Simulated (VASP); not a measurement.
# W (Cmme) in VASP: single point with PBEsol

Aim: the single point of W with PBEsol.

Program: VASP 6.6.1. These are calculated values, not measurements. Logs are shortened: lines on timing, memory, paths and dates and some standing lists are left out, and cuts for length are marked.

## 1. The cell of the first run

It takes space group Cmme (No. 67, orthorhombic). Conventional cell: a = 3.154 Å, b = 4.461 Å, c = 4.461 Å, α = 90.00°, β = 90.00°, γ = 90.00°. Within 3.4 Å of W (site symmetry mm2) lie 14 W at 2.61 to 3.26 Å.

## 2. Single point, PBEsol (atoms displaced along a vibrational mode)

Input file INCAR:

```
SYSTEM = W
ALGO     = Fast           ! electronic algorithm
EDIFF    = 1E-7           ! SCF threshold, eV
ENCUT    = 520            ! plane-wave cutoff, eV
GGA      = PS             ! functional
ISIF     = 2              ! what is computed and relaxed
ISMEAR   = 0              ! smearing method
LASPH    = .TRUE.         ! aspherical terms in the spheres
LCHARG   = .FALSE.        ! write CHGCAR
LREAL    = .FALSE.        ! projectors in reciprocal space
LWAVE    = .FALSE.        ! write WAVECAR
NBANDS   = 21             ! bands
NELM     = 80             ! most SCF steps
PREC     = Accurate       ! precision mode
SIGMA    = 0.15           ! smearing width, eV
```

Input file KPOINTS:

```
k-points
0
G
  24 24 14
  0 0 0
```

Input file POSCAR:

```
W
1.0
   -1.5771801384      1.5771801384      1.5771801384
    1.5771801384     -1.5771801384      1.5771801384
    3.1543602768      3.1543602768      0.0000000000
W
2
Direct
    0.0000000000      0.0000000000      0.0168126035
    0.5000000000      0.5000000000      0.4831873965
```

Potentials or basis: VASP PAW PBE potentials, release 64 (W_sv).

Started as:

```bash
> cat potpaw_PBE.64/W_sv/POTCAR > POTCAR
> mpirun -np 1 vasp_std > vasp.out
```

OUTCAR:

```text
SYSTEM = W
   EDIFF = 1E-7
   ENCUT = 520
   GGA = PS
   ISIF = 2
   ISMEAR = 0
   LASPH = .TRUE.
   LREAL = .FALSE.
   NELM = 80
   PREC = Accurate

 ion  position               nearest neighbor table
   1  0.000  0.000  0.017-   2 2.61   2 2.61   2 2.86   2 2.86   2 3.05   2 3.05   2 3.26   2 3.26

   2  0.500  0.500  0.483-   1 2.61   1 2.61   1 2.86   1 2.86   1 3.05   1 3.05   1 3.26   1 3.26

  LATTYP: Found a base centered orthorhombic cell.
 ALAT       =     3.1543602768
 B/A-ratio  =     1.4142135624
 C/A-ratio  =     1.4142135624

  Lattice vectors:

 A1 = (  -1.5771801384,   1.5771801384,   1.5771801384)
 A2 = (   1.5771801384,  -1.5771801384,   1.5771801384)
 A3 = (   3.1543602768,   3.1543602768,   0.0000000000)

Analysis of symmetry for initial positions (statically):
=====================================================================
 Subroutine PRICEL returns:
 Original cell was already a primitive cell.

 Routine SETGRP: Setting up the symmetry group for a
 base centered orthorhombic supercell.

 Subroutine GETGRP returns: Found  8 space group operations
 (whereof  4 operations were pure point group operations)
 out of a pool of  8 trial point group operations.

The static configuration has the point symmetry C_2v.
 The point group associated with its full space group is D_2h.

Analysis of symmetry for dynamics (positions and initial velocities):
=====================================================================
 Subroutine PRICEL returns:
 Original cell was already a primitive cell.

 Routine SETGRP: Setting up the symmetry group for a
 base centered orthorhombic supercell.

 Subroutine GETGRP returns: Found  8 space group operations
 (whereof  4 operations were pure point group operations)
 out of a pool of  8 trial point group operations.

The dynamic configuration has the point symmetry C_2v.
 The point group associated with its full space group is D_2h.

 Subroutine INISYM returns: Found  8 space group operations
 (whereof  4 operations are pure point group operations),
 and found     1 'primitive' translations

----------------------------------------------------------------------------------------

                                     Primitive cell

  volume of cell :      31.3858

  direct lattice vectors                    reciprocal lattice vectors
    -1.577180138  1.577180138  1.577180138    -0.158510746  0.158510746  0.317021492
     1.577180138 -1.577180138  1.577180138     0.158510746 -0.158510746  0.317021492
     3.154360277  3.154360277  0.000000000     0.158510746  0.158510746  0.000000000

  length of vectors
     2.731756132  2.731756132  4.460939084     0.388270446  0.388270446  0.224168046

  position of ions in fractional coordinates (direct lattice)
     0.000000000  0.000000000  0.016812604
     0.500000000  0.500000000  0.483187397

  ion indices of the primitive-cell ions
   primitive index   ion index
                 1           1
                 2           2

----------------------------------------------------------------------------------------

 KPOINTS: k-points

Automatic generation of k-mesh.
 Grid dimensions read from file:
 generate k-points for:   24   24   14

 Generating k-lattice:

  Cartesian coordinates                     Fractional coordinates (reciprocal lattice)
    -0.006604614  0.006604614  0.013209229     0.041666667  0.000000000  0.000000000
     0.006604614 -0.006604614  0.013209229     0.000000000  0.041666667  0.000000000
     0.011322196  0.011322196  0.000000000     0.000000000  0.000000000  0.071428571

  Length of vectors
     0.016177935  0.016177935  0.016012003

  Shift w.r.t. Gamma in fractional coordinates (k-lattice)
     0.000000000  0.000000000  0.000000000

 Subroutine IBZKPT returns following result:
 ===========================================

 Found   1256 irreducible k-points:

 Following reciprocal coordinates:
            Coordinates               Weight
  0.000000  0.000000  0.000000      1.000000
  0.041667  0.000000  0.000000      4.000000
  0.083333  0.000000  0.000000      4.000000
  0.125000  0.000000  0.000000      4.000000
  0.166667  0.000000  0.000000      4.000000
  0.208333  0.000000  0.000000      4.000000
[... 16 lines left out ...]
  0.416667  0.041667  0.000000      4.000000
  0.458333  0.041667  0.000000      4.000000
 [... further k-points ...]
   k-points           NKPTS =   1256   k-points in BZ     NKDIM =   1256   number of bands    NBANDS=     21
   number of dos      NEDOS =    301   number of ions     NIONS =      2
   total plane-waves  NPLWV =  14400
   dimension x,y,z NGX =    20 NGY =   20 NGZ =   36
   dimension x,y,z NGXF=    40 NGYF=   40 NGZF=   72
   ions per type =               2
   NGX,Y,Z   is equivalent  to a cutoff of  12.17, 12.17, 13.42 a.u.
   NGXF,Y,Z  is equivalent  to a cutoff of  24.34, 24.34, 26.83 a.u.
 SYSTEM =  W
   PREC   = accura    normal or accurate (medium, high low for compatibility)
   ISTART =      0    job   : 0-new  1-cont  2-samecut
   ICHARG =      2    charge: 1-file 2-atom 10-const
   ISPIN  =      1    spin polarized calculation?
   LNONCOLLINEAR =      F non collinear calculations
   LSORBIT =      F    spin-orbit coupling
   LASPH  =      T    aspherical Exc in radial PAW
   ENCUT  =  520.0 eV  38.22 Ry    6.18 a.u.   5.08  5.08  8.29*2*pi/ulx,y,z
   NELM   =     80;   NELMIN=  2; NELMDL= -5     # of ELM steps
   EDIFF  = 0.1E-06   stopping-criterion for ELM
   LREAL  =      F    real-space projection
   EDIFFG = 0.1E-05   stopping-criterion for IOM
   NSW    =      0    number of steps for IOM
   IBRION =     -1    ionic relax: 0-MD 1-quasi-New 2-CG
   NFREE  =      0    steps in history (QN), initial steepest desc. (CG)
   ISIF   =      2    stress and relaxation
   ISYM   =      2    0-nonsym 1-usesym 2-fastsym
   POTIM  = 0.5000    time-step for ionic-motion
   TEBEG  =    0.0;   TEEND  =   0.0 temperature during run
   PSTRESS=    0.0 pullay stress
   NELECT =      28.0000    total number of electrons
   NUPDOWN=      -1.0000    fix difference up-down
   EMIN   =  10.00;   EMAX   =-10.00  energy-range for DOS
   EFERMI =   0.00;   METHOD = LEGACY
   ISMEAR =     0;   SIGMA  =   0.15  broadening in eV -4-tet -1-fermi 0-gaus
   EFERMI_NEDOS =   21; number of points for ismear=-14 and -15
   IALGO  =     68    algorithm
   IMIX   =      4    mixing-type and parameters
     AMIX     =   0.40;   BMIX     =  1.00
     AMIX_MAG =   1.60;   BMIX_MAG =  1.00
  volume/ion in A,a.u.               =      15.69       105.90
  Fermi-wavevector in a.u.,A,eV,Ry     =   1.575976  2.978162 33.792787  2.483700
  Thomas-Fermi vector in A             =   2.676879
   LORBIT       =      0    0 simple, 1 ext, 2 COOP (PROOUT), +10 PAW based schemes
   GGA     = PS    functional components
   LHFCALC =     F    Hartree Fock is set to
   AEXX    =    0.0000 exact exchange contribution
   IVDW    =     0    specifies the selected vdW correction
   LEPSILON=     F    determine dielectric tensor
   LRPA    =     F    only Hartree local field effects (RPA)
 non-spin polarized calculation
 RMM-DIIS sequential band-by-band and
 Gauss-broadening in eV      SIGMA  =   0.15
  energy-cutoff  :      520.00
  volume of cell :       31.39
 maximum number of plane-waves:       862
   NGX = 11   NGY = 11   NGZ = 17

 number of electron      28.0000007 magnetization

 Free energy of the ion-electron system (eV)
  ---------------------------------------------------
  ext. energy  EPLUGINS =         0.00000000
  ---------------------------------------------------
  free energy    TOTEN  =       -27.42465152 eV

  energy without entropy =      -27.41360786  energy(sigma->0) =      -27.41912969

 E-fermi :  11.4457     XC(G=0): -13.8029

 val. band max:       11.4429372377   @ k =  -0.2083   0.1250   0.2857
 cond. band min:      11.4477839518   @ k =   0.4583  -0.0000   0.3571
 fundamental gap:      0.0048467141
 Fermi energy:        11.4457327144

 k-point     1 :       0.0000    0.0000    0.0000
  band No.  band energies     occupation
      1     -62.7036      2.00000
      2     -62.5410      2.00000
      3     -27.6172      2.00000
      4     -26.7135      2.00000
      5     -26.2510      2.00000
      6     -26.2443      2.00000
[... 13 lines left out ...]
     20      17.7841      0.00000
     21      22.8789      0.00000

 k-point     2 :       0.0417    0.0000    0.0000
  band No.  band energies     occupation
      1     -62.7017      2.00000
      2     -62.5405      2.00000
      3     -27.6103      2.00000
      4     -26.7214      2.00000
      5     -26.2615      2.00000
      6     -26.2568      2.00000
[... 13 lines left out ...]
     20      17.8805      0.00000
     21      22.0645      0.00000

 k-point     3 :       0.0833    0.0000    0.0000
  band No.  band energies     occupation
      1     -62.6961      2.00000
      2     -62.5390      2.00000
      3     -27.5898      2.00000
      4     -26.7463      2.00000
      5     -26.3064      2.00000
      6     -26.2886      2.00000
[... 13 lines left out ...]
     20      18.1806      0.00000
     21      21.9012      0.00000

 k-point     4 :       0.1250    0.0000    0.0000
  band No.  band energies     occupation
      1     -62.6872      2.00000
      2     -62.5367      2.00000
      3     -27.5566      2.00000
      4     -26.7908      2.00000
      5     -26.3909      2.00000
      6     -26.3243      2.00000
[... 13 lines left out ...]
     20      18.6899      0.00000
     21      21.6038      0.00000

 k-point     5 :       0.1667    0.0000    0.0000
  band No.  band energies     occupation
      1     -62.6752      2.00000
      2     -62.5341      2.00000
      3     -27.5120      2.00000
      4     -26.8563      2.00000
      5     -26.5005      2.00000
      6     -26.3611      2.00000
[... 13 lines left out ...]
     20      19.3748      0.00000
     21      21.1787      0.00000

 k-point     6 :       0.2083    0.0000    0.0000
  band No.  band energies     occupation
      1     -62.6609      2.00000
      2     -62.5315      2.00000
      3     -27.4584      2.00000
      4     -26.9409      2.00000
      5     -26.6250      2.00000
      6     -26.3950      2.00000
[... 13 lines left out ...]
     20      20.1779      0.00000
     21      20.6736      0.00000

 k-point     7 :       0.2500    0.0000    0.0000
  band No.  band energies     occupation
      1     -62.6447      2.00000
      2     -62.5293      2.00000
      3     -27.3996      2.00000
      4     -27.0378      2.00000
      5     -26.7529      2.00000
      6     -26.4270      2.00000
[... 13 lines left out ...]
     20      20.1655      0.00000
     21      21.0439      0.00000
[... 291 lines left out ...]
      1     -62.6187      2.00000
      2     -62.5326      2.00000
      3     -27.3085      2.00000
      4     -27.1480      2.00000
      5     -26.8686      2.00000
      6     -26.5119      2.00000
[... 13 lines left out ...]
     20      19.4064      0.00000
     21      22.2253      0.00000

 k-point    21 :       0.3333    0.0417    0.0000
  band No.  band energies     occupation
      1     -62.6010      2.00000
      2     -62.5335      2.00000
      3     -27.2843      2.00000
      4     -27.2383      2.00000
      5     -26.9314      2.00000
      6     -26.5618      2.00000
[... 13 lines left out ...]
     20      19.3323      0.00000
     21      22.5049      0.00000

 k-point    22 :       0.3750    0.0417    0.0000
  band No.  band energies     occupation
      1     -62.5839      2.00000
      2     -62.5364      2.00000
      3     -27.3142      2.00000
      4     -27.3062      2.00000
      5     -26.9272      2.00000
      6     -26.6216      2.00000
[... 13 lines left out ...]
     20      19.6273      0.00000
     21      21.5984      0.00000

 k-point    23 :       0.4167    0.0417    0.0000
  band No.  band energies     occupation
      1     -62.5682      2.00000
      2     -62.5414      2.00000
      3     -27.3691      2.00000
      4     -27.3520      2.00000
      5     -26.8747      2.00000
      6     -26.6900      2.00000
[... 13 lines left out ...]
     20      20.2403      0.00000
     21      20.6796      0.00000

 k-point    24 :       0.4583    0.0417    0.0000
  band No.  band energies     occupation
      1     -62.5543      2.00000
      2     -62.5488      2.00000
      3     -27.3991      2.00000
      4     -27.3909      2.00000
      5     -26.8025      2.00000
      6     -26.7642      2.00000
[... 13 lines left out ...]
     20      19.5578      0.00000
     21      21.2744      0.00000

 [... further k-points ...]

------------------------ aborting loop because EDIFF is reached ----------------------------------------

  FORCE on cell =-STRESS in cart. coord.  units (eV):
  Direction    XX          YY          ZZ          XY          YZ          ZX
  --------------------------------------------------------------------------------------
  -------------------------------------------------------------------------------------
  Total        0.9639350      0.9639350      0.5858445      0.1667550      0.0000000      0.0000000
  in kB       49.2067239     49.2067239     29.9060512      8.5124694      0.0000000      0.0000000
  external PRESSURE =      42.7731663 kB  Pullay stress =       0.0000000 kB

 VOLUME and BASIS-vectors are now :
 -----------------------------------------------------------------------------
  energy-cutoff  :      520.00
  volume of cell :       31.39
      direct lattice vectors                 reciprocal lattice vectors
    -1.577180138  1.577180138  1.577180138    -0.158510746  0.158510746  0.317021492
     1.577180138 -1.577180138  1.577180138     0.158510746 -0.158510746  0.317021492
     3.154360277  3.154360277  0.000000000     0.158510746  0.158510746  0.000000000

 POSITION                                       TOTAL-FORCE (eV/Angst)
 -----------------------------------------------------------------------------------
      0.05303      0.05303      0.00000        -1.796039     -1.796039      0.000000
      1.52415      1.52415      1.57718         1.796039      1.796039     -0.000000
 -----------------------------------------------------------------------------------
    total drift:                               -0.000000     -0.000000     -0.000000

  FREE ENERGIE OF THE ION-ELECTRON SYSTEM (eV)
  ---------------------------------------------------
  free  energy   TOTEN  =       -27.4246515221 eV

  energy  without entropy=      -27.4136078563  energy(sigma->0) =      -27.41912969
```

Run time: 9.7 min. Hardware: 1 thread of Oxide Virtual Turin-like, shared host; peak memory 0.64 GiB.

Results:

```
Free energy            : -27.4247 eV
Pressure               : 4.3 GPa
Largest force          : 2.540 eV/Å
Band gap on the k mesh : zero (bands 14 and 15 overlap by 3.51 eV)
```

Forces on the atoms (eV/Å):
```
W   -1.796 -1.796  0.000
W    1.796  1.796  0.000
```

Caveat: the cell differs from its parent crystal (atoms displaced along a vibrational mode); the cell stands under pressure; the PAW data sets were made with another functional, which shifts forces and pressure a little; spin-orbit coupling is left out, which moves the levels of the heavy elements.
